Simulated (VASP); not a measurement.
# C21O in VASP: single point with PBE+D3(BJ)

Aim: the single point of C21O with PBE+D3(BJ).

Everything below comes from runs of VASP 6.6.1. Logs are shortened: lines on timing, memory, paths and dates and some standing lists are left out, and cuts for length are marked.

## 1. The cell of the first run

The cell holds a slab with vacuum, 22 atoms: a = 4.930 Å, b = 6.611 Å, c = 23.046 Å, α = 90.00°, β = 90.00°, γ = 90.00°.

## 2. Single point, PBE+D3(BJ)

Contents of INCAR:

```
  ALGO = Normal
  DIPOL = 0.5 0.5 0.299
  EDIFF = 1E-6
  ENCUT = 520
  GGA = PE
  IDIPOL = 3
  ISIF = 2
  ISMEAR = 0
  IVDW = 12
  LASPH = True
  LCHARG = False
  LDIPOL = True
  LREAL = Auto
  LWAVE = False
  NBANDS = 62
  NELM = 80
  PREC = Accurate
  SIGMA = 0.05
```

Contents of KPOINTS:

```
k-points
0
Gamma
  6 4 1
```

Contents of POSCAR:

```
C21O
1.0
    4.9298676348      0.0000000000      0.0000000000
    0.0000000000      6.6106466029      0.0000000000
    0.0000000000      0.0000000000     23.0462285946
C O
21 1
Direct
    0.2500000000      0.6298229082      0.1735641901
    0.7500000000      0.6298229082      0.1735641901
    0.0000000000      0.5373434205      0.1893644698
    0.5000000000      0.5373434205      0.1893644698
    0.0000000000      0.3522116844      0.2208793344
    0.5000000000      0.3522116844      0.2208793344
    0.2500000000      0.2597321967      0.2366796141
    0.7500000000      0.2597321967      0.2366796141
    0.2500000000      0.0746004606      0.2681944787
    0.7500000000      0.0746004606      0.2681944787
    0.0000000000      0.9836592811      0.2844332683
    0.5000000000      0.9836592811      0.2844332683
    0.0000000000      0.7989713350      0.3169069768
    0.5000000000      0.7989713350      0.3169069768
    0.2500000000      0.7082723620      0.3324707277
    0.7500000000      0.7082723620      0.3324707277
    0.2500000000      0.5151741001      0.3643514146
    0.7500000000      0.5151741001      0.3643514146
    0.0000000000      0.4319289200      0.3773384682
    0.5000000000      0.4319289200      0.3773384682
    0.1250000000      1.1819289200      0.5443940011
    0.1250000000      1.1819289200      0.4944942964
```

Potentials or basis: VASP PAW PBE potentials, release 64 (C, O).

On the command line:

```bash
> cat potpaw_PBE.64/C/POTCAR potpaw_PBE.64/O/POTCAR > POTCAR
> mpirun -np 1 vasp_std > vasp.out
```

OUTCAR:

```text
EDIFF = 1E-6
   ENCUT = 520
   GGA = PE
   ISIF = 2
   ISMEAR = 0
   IVDW = 12
   LASPH = True
   LREAL = Auto
   NELM = 80
   PREC = Accurate
 IVDW          = 12

 ion  position               nearest neighbor table
   1  0.250  0.630  0.174-   3 1.42   4 1.42
   2  0.750  0.630  0.174-   3 1.42   4 1.42
   3  0.000  0.537  0.189-   5 1.42   2 1.42   1 1.42
   4  0.500  0.537  0.189-   6 1.42   2 1.42   1 1.42
   5  0.000  0.352  0.221-   3 1.42   7 1.42   8 1.42
   6  0.500  0.352  0.221-   4 1.42   7 1.42   8 1.42
   7  0.250  0.260  0.237-   9 1.42   6 1.42   5 1.42
   8  0.750  0.260  0.237-  10 1.42   6 1.42   5 1.42
[... 8 lines left out ...]
  17  0.250  0.515  0.364-  19 1.38  20 1.38  15 1.47
  18  0.750  0.515  0.364-  19 1.38  20 1.38  16 1.47
  19  0.000  0.432  0.377-  17 1.38  18 1.38
  20  0.500  0.432  0.377-  17 1.38  18 1.38
  21  0.125  0.182  0.544-  22 1.15
  22  0.125  0.182  0.494-  21 1.15

  LATTYP: Found a simple orthorhombic cell.
 ALAT       =     4.9298676348
 B/A-ratio  =     1.3409379506
 C/A-ratio  =     4.6748169123

  Lattice vectors:

 A1 = (   4.9298676348,   0.0000000000,   0.0000000000)
 A2 = (   0.0000000000,   6.6106466029,   0.0000000000)
 A3 = (   0.0000000000,   0.0000000000,  23.0462285946)

Analysis of symmetry for initial positions (statically):
=====================================================================
 Subroutine PRICEL returns:
 Original cell was already a primitive cell.

 Routine SETGRP: Setting up the symmetry group for a
 simple orthorhombic supercell.

 Subroutine GETGRP returns: Found  1 space group operations
 (whereof  1 operations were pure point group operations)
 out of a pool of  8 trial point group operations.

The static configuration has the point symmetry C_1 .

Analysis of symmetry for dynamics (positions and initial velocities):
=====================================================================
 Subroutine PRICEL returns:
 Original cell was already a primitive cell.

 Routine SETGRP: Setting up the symmetry group for a
 simple orthorhombic supercell.

 Subroutine GETGRP returns: Found  1 space group operations
 (whereof  1 operations were pure point group operations)
 out of a pool of  8 trial point group operations.

The dynamic configuration has the point symmetry C_1 .

 Subroutine INISYM returns: Found  1 space group operations
 (whereof  1 operations are pure point group operations),
 and found     1 'primitive' translations

----------------------------------------------------------------------------------------

                                     Primitive cell

  volume of cell :     751.0677

  direct lattice vectors                    reciprocal lattice vectors
     4.929867635  0.000000000  0.000000000     0.202845203  0.000000000  0.000000000
     0.000000000  6.610646603  0.000000000     0.000000000  0.151271133  0.000000000
     0.000000000  0.000000000 23.046228595     0.000000000  0.000000000  0.043391048

  length of vectors
     4.929867635  6.610646603 23.046228595     0.202845203  0.151271133  0.043391048

  position of ions in fractional coordinates (direct lattice)
     0.250000000  0.629822908  0.173564190
     0.750000000  0.629822908  0.173564190
     0.000000000  0.537343421  0.189364470
     0.500000000  0.537343421  0.189364470
     0.000000000  0.352211684  0.220879334
     0.500000000  0.352211684  0.220879334
[... 14 lines left out ...]
     0.125000000  0.181928920  0.544394001
     0.125000000  0.181928920  0.494494296

  ion indices of the primitive-cell ions
   primitive index   ion index
                 1           1
                 2           2
                 3           3
                 4           4
                 5           5
                 6           6
[... 14 lines left out ...]
                21          21
                22          22

----------------------------------------------------------------------------------------

 KPOINTS: k-points

Automatic generation of k-mesh.
 Grid dimensions read from file:
 generate k-points for:    6    4    1

 Generating k-lattice:

  Cartesian coordinates                     Fractional coordinates (reciprocal lattice)
     0.033807534  0.000000000  0.000000000     0.166666667  0.000000000  0.000000000
     0.000000000  0.037817783  0.000000000     0.000000000  0.250000000  0.000000000
     0.000000000  0.000000000  0.043391048     0.000000000  0.000000000  1.000000000

  Length of vectors
     0.033807534  0.037817783  0.043391048

  Shift w.r.t. Gamma in fractional coordinates (k-lattice)
     0.000000000  0.000000000  0.000000000

 Subroutine IBZKPT returns following result:
 ===========================================

 Found     14 irreducible k-points:

 Following reciprocal coordinates:
            Coordinates               Weight
  0.000000  0.000000  0.000000      1.000000
  0.166667  0.000000  0.000000      2.000000
  0.333333  0.000000  0.000000      2.000000
  0.500000  0.000000  0.000000      1.000000
  0.000000  0.250000  0.000000      2.000000
  0.166667  0.250000  0.000000      2.000000
  0.166667 -0.250000  0.000000      2.000000
  0.333333  0.250000  0.000000      2.000000
  0.333333 -0.250000  0.000000      2.000000
  0.500000  0.250000  0.000000      2.000000
  0.000000  0.500000  0.000000      1.000000
  0.166667  0.500000  0.000000      2.000000
  0.333333  0.500000  0.000000      2.000000
  0.500000  0.500000  0.000000      1.000000
   k-points           NKPTS =     14   k-points in BZ     NKDIM =     14   number of bands    NBANDS=     62
   number of dos      NEDOS =    301   number of ions     NIONS =     22
   total plane-waves  NPLWV = 360000
   dimension x,y,z NGX =    40 NGY =   50 NGZ =  180
   dimension x,y,z NGXF=    80 NGYF=  100 NGZF=  360
   ions per type =              21   1
   NGX,Y,Z   is equivalent  to a cutoff of  13.49, 12.57, 12.98 a.u.
   NGXF,Y,Z  is equivalent  to a cutoff of  26.98, 25.15, 25.97 a.u.
 SYSTEM =  unknown system
   PREC   = accura    normal or accurate (medium, high low for compatibility)
   ISTART =      0    job   : 0-new  1-cont  2-samecut
   ICHARG =      2    charge: 1-file 2-atom 10-const
   ISPIN  =      1    spin polarized calculation?
   LNONCOLLINEAR =      F non collinear calculations
   LSORBIT =      F    spin-orbit coupling
   LASPH  =      T    aspherical Exc in radial PAW
   ENCUT  =  520.0 eV  38.22 Ry    6.18 a.u.   9.17 12.29 42.85*2*pi/ulx,y,z
   NELM   =     80;   NELMIN=  2; NELMDL= -5     # of ELM steps
   EDIFF  = 0.1E-05   stopping-criterion for ELM
   LREAL  =      T    real-space projection
   EDIFFG = 0.1E-04   stopping-criterion for IOM
   NSW    =      0    number of steps for IOM
   IBRION =     -1    ionic relax: 0-MD 1-quasi-New 2-CG
   NFREE  =      0    steps in history (QN), initial steepest desc. (CG)
   ISIF   =      2    stress and relaxation
   ISYM   =      2    0-nonsym 1-usesym 2-fastsym
   POTIM  = 0.5000    time-step for ionic-motion
   TEBEG  =    0.0;   TEEND  =   0.0 temperature during run
   PSTRESS=    0.0 pullay stress
   NELECT =      90.0000    total number of electrons
   NUPDOWN=      -1.0000    fix difference up-down
   EMIN   =  10.00;   EMAX   =-10.00  energy-range for DOS
   EFERMI =   0.00;   METHOD = LEGACY
   ISMEAR =     0;   SIGMA  =   0.05  broadening in eV -4-tet -1-fermi 0-gaus
   EFERMI_NEDOS =   21; number of points for ismear=-14 and -15
   IALGO  =     38    algorithm
   IMIX   =      4    mixing-type and parameters
     AMIX     =   0.40;   BMIX     =  1.00
     AMIX_MAG =   1.60;   BMIX_MAG =  1.00
  volume/ion in A,a.u.               =      34.14       230.38
  Fermi-wavevector in a.u.,A,eV,Ry     =   0.807104  1.525205  8.863057  0.651416
  Thomas-Fermi vector in A             =   1.915661
   LORBIT       =      0    0 simple, 1 ext, 2 COOP (PROOUT), +10 PAW based schemes
   GGA     = PE    functional components
   LHFCALC =     F    Hartree Fock is set to
   AEXX    =    0.0000 exact exchange contribution
   IVDW    =    12    specifies the selected vdW correction
   LEPSILON=     F    determine dielectric tensor
   LRPA    =     F    only Hartree local field effects (RPA)
 non-spin polarized calculation
 Gauss-broadening in eV      SIGMA  =   0.05
  energy-cutoff  :      520.00
  volume of cell :      751.07
 maximum number of plane-waves:     20276
 NGX is ok and might be reduce to    40
   NGX = 19   NGY = 25   NGZ = 85

 dipolmoment           0.000000      0.000000      0.042440 electrons x Angstroem

 number of electron      90.0000010 magnetization

 dipolmoment           0.000000      0.000000     -0.047659 electrons x Angstroem

 Free energy of the ion-electron system (eV)
  ---------------------------------------------------
  ext. energy  EPLUGINS =         0.00000000
  ---------------------------------------------------
  free energy    TOTEN  =      -186.08668108 eV

  energy without entropy =     -186.06593852  energy(sigma->0) =     -186.07630980

 E-fermi :  -3.0519     XC(G=0):  -3.5834

 val. band max:       -3.0526718246   @ k =   0.0000   0.2500   0.0000
 cond. band min:      -3.0417777717   @ k =   0.3333   0.0000   0.0000
 fundamental gap:      0.0108940529
 Fermi energy:        -3.0518989003

 k-point     1 :       0.0000    0.0000    0.0000
  band No.  band energies     occupation
      1     -26.8941      2.00000
      2     -22.0819      2.00000
      3     -21.3440      2.00000
      4     -20.3126      2.00000
      5     -18.9969      2.00000
      6     -17.8262      2.00000
[... 49 lines left out ...]
     56       1.4316      0.00000
     57       1.9283      0.00000

 k-point     2 :       0.1667    0.0000    0.0000
  band No.  band energies     occupation
      1     -26.8939      2.00000
      2     -21.9591      2.00000
      3     -21.2231      2.00000
      4     -20.1938      2.00000
      5     -19.0734      2.00000
      6     -18.8820      2.00000
[... 713 lines left out ...]
  band No.  band energies     occupation
      1     -26.8935      2.00000
      2     -20.9011      2.00000
      3     -20.8997      2.00000
      4     -20.3796      2.00000
      5     -20.3778      2.00000
      6     -19.2913      2.00000
[... 49 lines left out ...]
     56       3.1144      0.00000
     57       3.2583      0.00000
 [bands above 57 left out]

------------------------ aborting loop because EDIFF is reached ----------------------------------------

 vacuum level on the upper side and lower side of the slab       (xc-potential included)        -0.241         0.008

 Edisp (eV)   -2.18726

 E8    (eV) :    -0.6500

  FORCE on cell =-STRESS in cart. coord.  units (eV):
  Direction    XX          YY          ZZ          XY          YZ          ZX
  --------------------------------------------------------------------------------------
  -------------------------------------------------------------------------------------
  Total       3.55221     0.00547    -0.78095    -0.02601    -0.46948     0.03438
  in kB       7.57757     0.01168    -1.66592    -0.05548    -1.00149     0.07334
  external pressure =        1.97 kB  Pullay stress =        0.00 kB

 VOLUME and BASIS-vectors are now :
 -----------------------------------------------------------------------------
  energy-cutoff  :      520.00
  volume of cell :      751.07
      direct lattice vectors                 reciprocal lattice vectors
     4.929867635  0.000000000  0.000000000     0.202845203  0.000000000  0.000000000
     0.000000000  6.610646603  0.000000000     0.000000000  0.151271133  0.000000000
     0.000000000  0.000000000 23.046228595     0.000000000  0.000000000  0.043391048

 POSITION                                       TOTAL-FORCE (eV/Angst)
 -----------------------------------------------------------------------------------
      1.23247      4.16354      4.00000         0.000918     -1.681822      1.097928
      3.69740      4.16354      4.00000        -0.000918     -1.680846      1.096643
      0.00000      3.55219      4.36414         0.000371      2.627539     -1.638107
      2.46493      3.55219      4.36414        -0.000368      2.626204     -1.637174
      0.00000      2.32835      5.09044        -0.000070     -1.091980      0.619957
      2.46493      2.32835      5.09044         0.000069     -1.092180      0.619707
[... 14 lines left out ...]
      0.61623      1.20267     12.54623        -0.004853      0.020879     -0.746050
      0.61623      1.20267     11.39623         0.019203     -0.020501      0.721254
 -----------------------------------------------------------------------------------
    total drift:                                0.000007     -0.023576     -0.005573

  FREE ENERGIE OF THE ION-ELECTRON SYSTEM (eV)
  ---------------------------------------------------
  free  energy   TOTEN  =      -188.2739446460 eV

  energy  without entropy=     -188.2532020877  energy(sigma->0) =     -188.26357337

 vacuum level on the upper side and lower side of the slab         2.357         2.617
```

It took 31 min on 1 thread of Intel Xeon Platinum 8488C (Sapphire Rapids), shared host; peak memory 0.89 GiB.

Results:

| Item | Value |
| --- | --- |
| Free energy | -188.2739 eV |
| Largest force | 3.096 eV/Å |
| Band gap on the k mesh | zero (bands 45 and 46 overlap by 0.12 eV) |
| Dispersion energy per atom | -0.099 eV |

Forces in eV/Å, atoms in the order of the input:
```
C    0.001 -1.682  1.098
C   -0.001 -1.681  1.097
C    0.000  2.628 -1.638
C    0.000  2.626 -1.637
C    0.000 -1.092  0.620
C    0.000 -1.092  0.620
C    0.000  0.356 -0.314
C    0.000  0.356 -0.313
C    0.000 -0.240  0.249
C    0.000 -0.242  0.249
C    0.001  0.111 -0.061
C   -0.001  0.110 -0.063
C   -0.006 -0.106  0.067
C    0.006 -0.114  0.070
C   -0.012  0.094 -0.063
C    0.012  0.108 -0.069
C    0.004 -0.275  0.143
C   -0.004 -0.206  0.099
C   -0.037  0.218 -0.114
C    0.025  0.122 -0.013
C   -0.005  0.021 -0.746
O    0.019 -0.021  0.721
```
